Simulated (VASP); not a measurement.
# K (Pm-3m) in VASP: notebook

Runs on K. Level: LDA. Tasks: single point.

All numbers are computed with VASP 6.6.1; they aren't measurements. Logs are shortened: lines on timing, memory, paths and dates and some standing lists are left out, and cuts for length are marked.

### Step 1. The cell of the first run

It takes space group Pm-3m (No. 221, cubic). The conventional cell has a = 3.029 Å, b = 3.029 Å, c = 3.029 Å, α = 90.00°, β = 90.00°, γ = 90.00°. Within 4.0 Å of K (site symmetry m-3m) lie 6 K at 3.03 Å.

### Step 2. Single point, LDA

INCAR

```
PREC     = Accurate       # precision mode
ENCUT    = 500            # plane-wave cutoff, eV
EDIFF    = 1E-6           # SCF threshold, eV
ISMEAR   = -1             # smearing method
SIGMA    = 0.05           # smearing width, eV
LREAL    = F              # projectors in reciprocal space
LASPH    = T              # aspherical terms in the spheres
NELM     = 120            # most SCF steps
ALGO     = Normal         # electronic algorithm
ISIF     = 2              # what is computed and relaxed
LWAVE    = F              # write WAVECAR
LCHARG   = F              # write CHGCAR
NBANDS   = 10             # bands
GGA_COMPAT= F
```

KPOINTS

```
Automatic mesh
0
Gamma
  9 9 9
  0.5 0.5 0.5
```

POSCAR

```
K
1.0
    3.0290301768      0.0000000000      0.0000000000
    0.0000000000      3.0290301768      0.0000000000
    0.0000000000      0.0000000000      3.0290301768
K
1
Direct
    0.0000000000      0.0000000000      0.0000000000
```

Potentials or basis: VASP PAW LDA potentials, release 64 (K_sv).

Launch:

```sh
cat potpaw_LDA.64/K_sv/POTCAR > POTCAR
mpirun -np 1 vasp_std > vasp.out
```

OUTCAR:

```text
PREC = Accurate
   ENCUT = 500
   EDIFF = 1E-6
   ISMEAR = -1
   LREAL = F
   LASPH = T
   NELM = 120
   ISIF = 2

 ion  position               nearest neighbor table
   1  0.000  0.000  0.000-

  LATTYP: Found a simple cubic cell.
 ALAT       =     3.0290301768

  Lattice vectors:

 A1 = (   3.0290301768,   0.0000000000,   0.0000000000)
 A2 = (   0.0000000000,   3.0290301768,   0.0000000000)
 A3 = (   0.0000000000,   0.0000000000,   3.0290301768)

Analysis of symmetry for initial positions (statically):
=====================================================================
 Subroutine PRICEL returns:
 Original cell was already a primitive cell.

 Routine SETGRP: Setting up the symmetry group for a
 simple cubic supercell.

 Subroutine GETGRP returns: Found 48 space group operations
 (whereof 48 operations were pure point group operations)
 out of a pool of 48 trial point group operations.

The static configuration has the point symmetry O_h .

Analysis of symmetry for dynamics (positions and initial velocities):
=====================================================================
 Subroutine PRICEL returns:
 Original cell was already a primitive cell.

 Routine SETGRP: Setting up the symmetry group for a
 simple cubic supercell.

 Subroutine GETGRP returns: Found 48 space group operations
 (whereof 48 operations were pure point group operations)
 out of a pool of 48 trial point group operations.

The dynamic configuration has the point symmetry O_h .

 Subroutine INISYM returns: Found 48 space group operations
 (whereof 48 operations are pure point group operations),
 and found     1 'primitive' translations

----------------------------------------------------------------------------------------

                                     Primitive cell

  volume of cell :      27.7914

  direct lattice vectors                    reciprocal lattice vectors
     3.029030177  0.000000000  0.000000000     0.330138672  0.000000000  0.000000000
     0.000000000  3.029030177  0.000000000     0.000000000  0.330138672  0.000000000
     0.000000000  0.000000000  3.029030177     0.000000000  0.000000000  0.330138672

  length of vectors
     3.029030177  3.029030177  3.029030177     0.330138672  0.330138672  0.330138672

  position of ions in fractional coordinates (direct lattice)
     0.000000000  0.000000000  0.000000000

  ion indices of the primitive-cell ions
   primitive index   ion index
                 1           1

[... 73 lines left out ...]
   EDIFFG = 0.1E-04   stopping-criterion for IOM
   NSW    =      0    number of steps for IOM
   IBRION =     -1    ionic relax: 0-MD 1-quasi-New 2-CG
   NFREE  =      0    steps in history (QN), initial steepest desc. (CG)
   ISIF   =      2    stress and relaxation
   ISYM   =      2    0-nonsym 1-usesym 2-fastsym
   POTIM  = 0.5000    time-step for ionic-motion
   TEBEG  =    0.0;   TEEND  =   0.0 temperature during run
   PSTRESS=    0.0 pullay stress
   NELECT =       9.0000    total number of electrons
   NUPDOWN=      -1.0000    fix difference up-down
   EMIN   =  10.00;   EMAX   =-10.00  energy-range for DOS
   EFERMI =   0.00;   METHOD = LEGACY
   ISMEAR =    -1;   SIGMA  =   0.05  broadening in eV -4-tet -1-fermi 0-gaus
   EFERMI_NEDOS =   21; number of points for ismear=-14 and -15
   IALGO  =     38    algorithm
   IMIX   =      4    mixing-type and parameters
     AMIX     =   0.40;   BMIX     =  1.00
     AMIX_MAG =   1.60;   BMIX_MAG =  1.00
  volume/ion in A,a.u.               =      27.79       187.55
  Fermi-wavevector in a.u.,A,eV,Ry     =   1.124222  2.124471 17.196064  1.263875
  Thomas-Fermi vector in A             =   2.260893
   LORBIT       =      0    0 simple, 1 ext, 2 COOP (PROOUT), +10 PAW based schemes
   GGA     = CA    functional components
   LHFCALC =     F    Hartree Fock is set to
   AEXX    =    0.0000 exact exchange contribution
   IVDW    =     0    specifies the selected vdW correction
   LEPSILON=     F    determine dielectric tensor
   LRPA    =     F    only Hartree local field effects (RPA)
 non-spin polarized calculation
  energy-cutoff  :      500.00
  volume of cell :       27.79
 maximum number of plane-waves:       727
 NGX is ok and might be reduce to    24
   NGX = 11   NGY = 11   NGZ = 11

 number of electron       9.0000000 magnetization

 Free energy of the ion-electron system (eV)
  ---------------------------------------------------
  ext. energy  EPLUGINS =         0.00000000
  ---------------------------------------------------
  free energy    TOTEN  =        -0.09946703 eV

  energy without entropy =       -0.08521862  energy(sigma->0) =       -0.09234282

 E-fermi :   2.9509     XC(G=0):  -9.0418

 val. band max:        2.9451551379   @ k =   0.3889   0.3889   0.1667
 cond. band min:       2.9746661452   @ k =   0.3889   0.1667   0.0556
 fundamental gap:      0.0295110074
 Fermi energy:         2.9508943252

 k-point     1 :       0.0556    0.0556    0.0556
  band No.  band energies     occupation
      1     -29.3830      2.00000
      2     -12.3300      2.00000
      3     -12.3095      2.00000
      4     -12.3095      2.00000
      5       0.0560      2.00000
      6       5.2340      0.00000
      7       5.2340      0.00000
      8      11.5745      0.00000
      9      11.7960      0.00000
     10      11.7960      0.00000
[... 287 lines left out ...]
 k-point    24 :       0.5000    0.3889    0.1667
  band No.  band energies     occupation
      1     -28.9152      2.00000
      2     -13.5583      2.00000
      3     -13.3660      2.00000
      4     -12.3507      2.00000
      5       2.8152      1.87562
      6       6.4491      0.00000
      7       6.6576      0.00000
      8       7.8476      0.00000
      9      10.9589      0.00000
     10      11.7589      0.00000

 [... further k-points ...]
[... 5 lines left out ...]
  --------------------------------------------------------------------------------------
  -------------------------------------------------------------------------------------
  Total        2.2051027      2.2051027      2.2051027     -0.0000000      0.0000000      0.0000000
  in kB      127.1243072    127.1243072    127.1243072     -0.0000000      0.0000000      0.0000000
  external PRESSURE =     127.1243072 kB  Pullay stress =       0.0000000 kB

 VOLUME and BASIS-vectors are now :
 -----------------------------------------------------------------------------
  energy-cutoff  :      500.00
  volume of cell :       27.79
      direct lattice vectors                 reciprocal lattice vectors
     3.029030177  0.000000000  0.000000000     0.330138672  0.000000000  0.000000000
     0.000000000  3.029030177  0.000000000     0.000000000  0.330138672  0.000000000
     0.000000000  0.000000000  3.029030177     0.000000000  0.000000000  0.330138672

 POSITION                                       TOTAL-FORCE (eV/Angst)
 -----------------------------------------------------------------------------------
      0.00000      0.00000      0.00000         0.000000      0.000000      0.000000
 -----------------------------------------------------------------------------------
    total drift:                                0.000000     -0.000000      0.000000

  FREE ENERGIE OF THE ION-ELECTRON SYSTEM (eV)
  ---------------------------------------------------
  free  energy   TOTEN  =        -0.0994670251 eV

  energy  without entropy=       -0.0852186161  energy(sigma->0) =       -0.09234282
```

OSZICAR:

```text
N       E                     dE             d eps       ncg     rms          rms(c)
DAV:   1     0.575078680538E+02    0.57508E+02   -0.42757E+03   700   0.783E+02
DAV:   2     0.152069301134E+01   -0.55987E+02   -0.54354E+02   762   0.229E+02
DAV:   3    -0.835985839543E-01   -0.16043E+01   -0.15747E+01   944   0.310E+01
DAV:   4    -0.122677969194E+00   -0.39079E-01   -0.39033E-01   920   0.486E+00
DAV:   5    -0.124480886757E+00   -0.18029E-02   -0.18028E-02  1006   0.621E-01    0.627E+00
DAV:   6    -0.103953333523E+00    0.20528E-01   -0.34863E-02   778   0.161E+00    0.412E+00
DAV:   7    -0.100404141129E+00    0.35492E-02   -0.41347E-02   828   0.151E+00    0.428E-01
DAV:   8    -0.994733098873E-01    0.93083E-03   -0.52513E-03   766   0.811E-01    0.117E-01
DAV:   9    -0.994712627070E-01    0.20472E-05   -0.14753E-04  1042   0.956E-02    0.464E-02
DAV:  10    -0.994669471497E-01    0.43156E-05   -0.11891E-05   766   0.275E-02    0.121E-02
DAV:  11    -0.994670250786E-01   -0.77929E-07   -0.43126E-07   426   0.885E-03
   1 F= -.99467025E-01 E0= -.92342821E-01  d E =-.142484E-01
```

stdout:

```text
POSCAR found type information on POSCAR K
 POSCAR found :  1 types and       1 ions
 scaLAPACK will be used
 LDA part: xc-table for (Slater(with rela. corr.)+CA(PZ))
 , standard interpolation
 POSCAR, INCAR and KPOINTS ok, starting setup
 FFT: planning ... GRIDC
 FFT: planning ... GRID_SOFT
 FFT: planning ... GRID
 WAVECAR not read
 entering main loop
```

Run time: 8.5 s. Hardware: 1 thread of AMD EPYC 7R13, shared host; peak memory 0.1 GiB.

Results:

```yaml
Free_energy: -0.0995 eV
Pressure: 12.7 GPa
```

Levels at points of the mesh, in eV from the Fermi level:
| k point | band 1 | band 2 | band 3 | band 4 | band 5 | band 6 | band 7 | band 8 | band 9 |
| --- | --- | --- | --- | --- | --- | --- | --- | --- | --- |
| (0.50, 0.50, 0.50) | -31.68 | -16.27 | -16.27 | -16.27 | 1.34 | 1.34 | 1.34 | 6.23 | 11.25 |

### Step 3. Single point, LDA (volume scaled by 0.5)

INCAR

```
PREC     = Accurate       # precision mode
ENCUT    = 500            # plane-wave cutoff, eV
EDIFF    = 1E-6           # SCF threshold, eV
ISMEAR   = -1             # smearing method
SIGMA    = 0.05           # smearing width, eV
LREAL    = False          # projectors in reciprocal space
LASPH    = True           # aspherical terms in the spheres
NELM     = 120            # most SCF steps
ALGO     = Normal         # electronic algorithm
ISIF     = 2              # what is computed and relaxed
LWAVE    = False          # write WAVECAR
LCHARG   = False          # write CHGCAR
GGA      = CA             # functional
NBANDS   = 10             # bands
GGA_COMPAT= False
```

KPOINTS

```
regular mesh
0
Gamma
  9 9 9
```

POSCAR

```
K
1.0
    3.2629238451      0.0000000000      0.0000000000
    0.0000000000      3.2629238451      0.0000000000
    0.0000000000      0.0000000000      3.2629238451
K
1
Direct
    0.0000000000      0.0000000000      0.0000000000
```

Potentials or basis: VASP PAW LDA potentials, release 64 (K_sv).

Launch:

```sh
cat potpaw_LDA.64/K_sv/POTCAR > POTCAR
mpirun -np 1 vasp_std > vasp.out
```

OUTCAR:

```text
PREC = Accurate
   ENCUT = 500
   EDIFF = 1E-6
   ISMEAR = -1
   LREAL = False
   LASPH = True
   NELM = 120
   ISIF = 2
   GGA = CA

 ion  position               nearest neighbor table
   1  0.000  0.000  0.000-

  LATTYP: Found a simple cubic cell.
 ALAT       =     3.2629238451

  Lattice vectors:

 A1 = (   3.2629238451,   0.0000000000,   0.0000000000)
 A2 = (   0.0000000000,   3.2629238451,   0.0000000000)
[... 481 lines left out ...]
  band No.  band energies     occupation
      1     -29.9006      2.00000
      2     -14.1594      2.00000
      3     -13.9374      2.00000
      4     -13.3167      2.00000
      5       2.2223      0.09331
      6       4.4308      0.00000
      7       5.9630      0.00000
      8       6.5730      0.00000
      9       8.4896      0.00000
     10       8.6723      0.00000

 [... further k-points ...]
[... 5 lines left out ...]
  --------------------------------------------------------------------------------------
  -------------------------------------------------------------------------------------
  Total        1.6376253      1.6376253      1.6376253      0.0000000      0.0000000      0.0000000
  in kB       75.5273615     75.5273615     75.5273615      0.0000000      0.0000000      0.0000000
  external PRESSURE =      75.5273615 kB  Pullay stress =       0.0000000 kB

 VOLUME and BASIS-vectors are now :
 -----------------------------------------------------------------------------
  energy-cutoff  :      500.00
  volume of cell :       34.74
      direct lattice vectors                 reciprocal lattice vectors
     3.262923845  0.000000000  0.000000000     0.306473595  0.000000000  0.000000000
     0.000000000  3.262923845  0.000000000     0.000000000  0.306473595  0.000000000
     0.000000000  0.000000000  3.262923845     0.000000000  0.000000000  0.306473595

 POSITION                                       TOTAL-FORCE (eV/Angst)
 -----------------------------------------------------------------------------------
      0.00000      0.00000      0.00000         0.000000      0.000000      0.000000
 -----------------------------------------------------------------------------------
    total drift:                                0.000000     -0.000000     -0.000000

  FREE ENERGIE OF THE ION-ELECTRON SYSTEM (eV)
  ---------------------------------------------------
  free  energy   TOTEN  =        -0.5364582809 eV

  energy  without entropy=       -0.5244255600  energy(sigma->0) =       -0.53044192
```

stdout:

```text
POSCAR found type information on POSCAR K
 POSCAR found :  1 types and       1 ions
 scaLAPACK will be used
 LDA part: xc-table for (Slater(with rela. corr.)+CA(PZ))
 , standard interpolation
 POSCAR, INCAR and KPOINTS ok, starting setup
 FFT: planning ... GRIDC
 FFT: planning ... GRID_SOFT
 FFT: planning ... GRID
 WAVECAR not read
 entering main loop
```

Run time: 9.3 s. Hardware: 1 thread of AMD EPYC 7R13, shared host; peak memory 0.1 GiB.

Results:

| Property | Result |
| --- | --- |
| Free energy | -0.5365 eV |
| Pressure | 7.6 GPa |
